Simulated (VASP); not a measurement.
# Ge2N (P-3m1) in VASP: notebook, part 2 of 2

VASP 6.6.1.

### Step 3. Single point, PBE

This run uses another cell than the first one, of 15.94 Å³/atom.

Input file INCAR:

```
PREC = Accurate ; ENCUT = 520
EDIFF = 1E-6 ; ISMEAR = 0
SIGMA = 0.1 ; LREAL = False
LASPH = True ; NELM = 100
ALGO = Normal ; ISIF = 2
LWAVE = False ; LCHARG = False
GGA = PE ; NBANDS = 24
```

Input file KPOINTS:

```
Automatic mesh
0
Gamma
  6 6 6
```

Input file POSCAR:

```
Ge2N
1.0
    4.2903779800      0.0000000000      0.0000000000
   -2.1451889900      3.7155763200      0.0000000000
    0.0000000000      0.0000000000      3.0006282400
Ge N
2 1
Direct
    0.3333333300      0.6666666700      0.4199999900
    0.6666666700      0.3333333300      0.5800000100
    0.0000000000      0.0000000000      0.0000000000
```

Potentials or basis: VASP PAW PBE potentials, release 64 (Ge_d, N).

The run is started by

```console
$ cat potpaw_PBE.64/Ge_d/POTCAR potpaw_PBE.64/N/POTCAR > POTCAR
$ mpirun -np 1 vasp_std > vasp.out
```

OUTCAR:

```text
PREC = Accurate
   ENCUT = 520
   EDIFF = 1E-6
   ISMEAR = 0
   LREAL = False
   LASPH = True
   NELM = 100
   ISIF = 2
   GGA = PE

 ion  position               nearest neighbor table
   1  0.333  0.667  0.420-   2 2.52   2 2.52   2 2.52
   2  0.667  0.333  0.580-   1 2.52   1 2.52   1 2.52
   3  0.000  0.000  0.000-

  LATTYP: Found a hexagonal cell.
 ALAT       =     4.2903779800
 C/A-ratio  =     0.6993855213

  Lattice vectors:

 A1 = (   4.2903779800,   0.0000000000,   0.0000000000)
 A2 = (  -2.1451889900,   3.7155763200,   0.0000000000)
 A3 = (   0.0000000000,   0.0000000000,   3.0006282400)

Analysis of symmetry for initial positions (statically):
=====================================================================
 Subroutine PRICEL returns:
 Original cell was already a primitive cell.

 Routine SETGRP: Setting up the symmetry group for a
 hexagonal supercell.

 Subroutine GETGRP returns: Found 12 space group operations
 (whereof 12 operations were pure point group operations)
 out of a pool of 24 trial point group operations.
[... 161 lines left out ...]
  free energy    TOTEN  =       -12.80678093 eV

  energy without entropy =      -12.79401962  energy(sigma->0) =      -12.80040028

 E-fermi :   5.5111     XC(G=0): -11.1594

 val. band max:        5.4708716125   @ k =   0.1667  -0.0000   0.3333
 cond. band min:       5.5123995406   @ k =   0.1667   0.1667   0.0000
 fundamental gap:      0.0415279280
 Fermi energy:         5.5111309052

 k-point     1 :       0.0000    0.0000    0.0000
  band No.  band energies     occupation
      1     -19.4304      2.00000
      2     -19.3687      2.00000
      3     -19.3687      2.00000
      4     -19.3399      2.00000
      5     -19.3399      2.00000
      6     -19.3350      2.00000
[... 637 lines left out ...]
     23      14.1571      0.00000
     24      16.7794      0.00000

 [... further k-points ...]

------------------------ aborting loop because EDIFF is reached ----------------------------------------

  FORCE on cell =-STRESS in cart. coord.  units (eV):
  Direction    XX          YY          ZZ          XY          YZ          ZX
  --------------------------------------------------------------------------------------
  -------------------------------------------------------------------------------------
  Total       -1.8729964     -1.8729964     -0.5185995     -0.0000000      0.0000000      0.0000000
  in kB      -62.7355323    -62.7355322    -17.3703564     -0.0000000      0.0000000      0.0000000
  external PRESSURE =     -47.6138069 kB  Pullay stress =       0.0000000 kB

 VOLUME and BASIS-vectors are now :
 -----------------------------------------------------------------------------
  energy-cutoff  :      520.00
  volume of cell :       47.83
      direct lattice vectors                 reciprocal lattice vectors
     4.290377980  0.000000000  0.000000000     0.233079697  0.134568626  0.000000000
    -2.145188990  3.715576320  0.000000000     0.000000000  0.269137252  0.000000000
     0.000000000  0.000000000  3.000628240     0.000000000  0.000000000  0.333263544

 POSITION                                       TOTAL-FORCE (eV/Angst)
 -----------------------------------------------------------------------------------
     -0.00000      2.47705      1.26026         0.000000      0.000000     -0.572662
      2.14519      1.23853      1.74036        -0.000000     -0.000000      0.572662
      0.00000      0.00000      0.00000         0.000000      0.000000      0.000000
 -----------------------------------------------------------------------------------
    total drift:                               -0.000000      0.000000     -0.000000

  FREE ENERGIE OF THE ION-ELECTRON SYSTEM (eV)
  ---------------------------------------------------
  free  energy   TOTEN  =       -12.8067809298 eV

  energy  without entropy=      -12.7940196212  energy(sigma->0) =      -12.80040028
```

Wall time 30 s (1 thread of AMD EPYC 7R13 (Zen 3), shared host); peak memory 0.15 GiB.

Results:

```yaml
Free_energy: -12.8068 eV
Pressure: -4.8 GPa
Largest_force: 0.573 eV/Å
Band_gap_on_the_k_mesh: zero (an odd number of electrons rules out a gap without spin polarisation)
```

Forces in eV/Å, atoms in the order of the input:
```
Ge   0.000  0.000 -0.573
Ge   0.000  0.000  0.573
N    0.000  0.000  0.000
```

Stress tensor (GPa, compression positive):
```
-6.27  0.00  0.00
 0.00 -6.27  0.00
 0.00  0.00 -1.74
```

Levels at points of the mesh, in eV from the Fermi level:
| k point | band 14 | band 15 | band 16 | band 17 | band 18 | band 19 |
| --- | --- | --- | --- | --- | --- | --- |
| (0.00, 0.00, 0.00) | -2.58 | -2.58 | -2.19 | -2.19 | -0.15 | 5.17 |
| (0.50, 0.00, 0.00) | -4.77 | 0.02 | 0.16 | 1.30 | 1.32 | 5.36 |
| (0.00, 0.00, 0.50) | -1.34 | -1.34 | -1.01 | -0.54 | -0.08 | -0.08 |
| (0.50, 0.00, 0.50) | -5.01 | -2.05 | -1.63 | -1.61 | -1.44 | 1.71 |

Caveat: the cell stands under tension.

### Step 4. Relaxation of cell and atoms, PBE

This run uses another cell than the first one, of 15.94 Å³/atom.

Input file INCAR:

```
SYSTEM = Ge2N
ALGO = Normal ; EDIFF = 1E-7
EDIFFG = -0.04 ; ENCUT = 600
GGA = PE ; IBRION = 2
ISIF = 3 ; ISMEAR = 0
LASPH = .TRUE. ; LCHARG = .FALSE.
LREAL = .FALSE. ; LWAVE = .FALSE.
NELM = 80 ; NSW = 90
PREC = Accurate ; SIGMA = 0.1
```

Input file KPOINTS:

```
k-points
0
G
  6 6 6
  0 0 0
```

POSCAR is that of step 3.

The run is started by

```console
$ cat potpaw_PBE.64/Ge_d/POTCAR potpaw_PBE.64/N/POTCAR > POTCAR
$ mpirun -np 1 vasp_std > vasp.out
```

Wall time 12 min (1 thread of AMD EPYC 7R13 (Zen 3), shared host); peak memory 0.18 GiB.

It converged, with:

- Free energy: -15.2097 eV
- Relaxed volume: 14.05 Å³/atom
- Relaxed cell: a = 3.260 Å, b = 3.260 Å, c = 4.582 Å, α = 90.00°, β = 90.00°, γ = 120.00°
- Space group after relaxing (to 0.1 Å): P-3m1 (No. 164)
- Pressure after relaxing: 0.0 GPa
- Largest force after relaxing: 0.032 eV/Å
- Band gap on the k mesh: zero (an odd number of electrons rules out a gap without spin polarisation)

Forces on the atoms (eV/Å):
```
Ge   0.000  0.000 -0.032
Ge   0.000  0.000  0.032
N    0.000  0.000  0.000
```

Stress tensor (GPa, compression positive):
```
 0.06  0.00  0.00
 0.00  0.06  0.00
 0.00  0.00 -0.06
```

Final structure:
```
Ge N
1.0
     3.25972    0.00000    0.00000
    -1.62986    2.82300    0.00000
     0.00000    0.00000    4.58189
Ge N
2 1
Direct
  0.33333 0.66667 0.27735
  0.66667 0.33333 0.72265
  0.00000 0.00000 0.00000
```

Levels at points of the mesh, in eV from the Fermi level:
```csv
k point,band 12,band 13,band 14,band 15,band 16,band 17,band 18,band 19,band 20
"(0.00, 0.00, 0.00)",-9.89,-8.57,-2.90,-2.90,-0.35,1.79,3.19,3.19,7.60
"(0.50, 0.00, 0.00)",-10.62,-5.96,-5.13,-4.38,-4.15,-2.36,2.82,3.38,3.99
"(0.00, 0.00, 0.50)",-12.41,-4.21,-2.88,-2.88,-2.83,4.20,4.75,4.75,4.90
"(0.50, 0.00, 0.50)",-9.59,-8.28,-7.26,-4.08,-1.26,-1.04,1.35,2.84,4.74
```

Caveat: a cell axis changed by over 15 % at a fixed basis, so the end point is rough.

### Step 5. Overview

| task | cell | cutoff (eV) | gap on the mesh (eV) | pressure (GPa) | largest force (eV/Å) |
| --- | --- | --- | --- | --- | --- |
| single point | a = 2.994, b = 2.994, c = 5.885 Å, angles 90.0, 90.0, 120.0°, 3 atoms, atomic positions A | 520 | none | 0.1 | 0.02 |
| single point | a = 4.290, b = 4.290, c = 3.001 Å, angles 90.0, 90.0, 120.0°, 3 atoms, atomic positions B | 520 | none | -4.8 | 0.57 |
| relaxation of cell and atoms | relaxed from a = 4.290, b = 4.290, c = 3.001 Å, angles 90.0, 90.0, 120.0°, 3 atoms, atomic positions B | 600 | none | 0.0 | 0.03 |

Alike in all rows: level PBE; potentials or basis VASP PAW PBE potentials, release 64 (Ge_d, N); no spin polarisation; k mesh 6 × 6 × 6; smearing gaussian 0.1 eV.

Caveats: some runs use coarse meshes; the cell stands under tension (at least some runs); a cell axis changed by over 15 % at a fixed basis, so the end point is rough (at least some runs).

Total energies depend on the potentials used, so only differences within one code and one set of settings carry meaning.
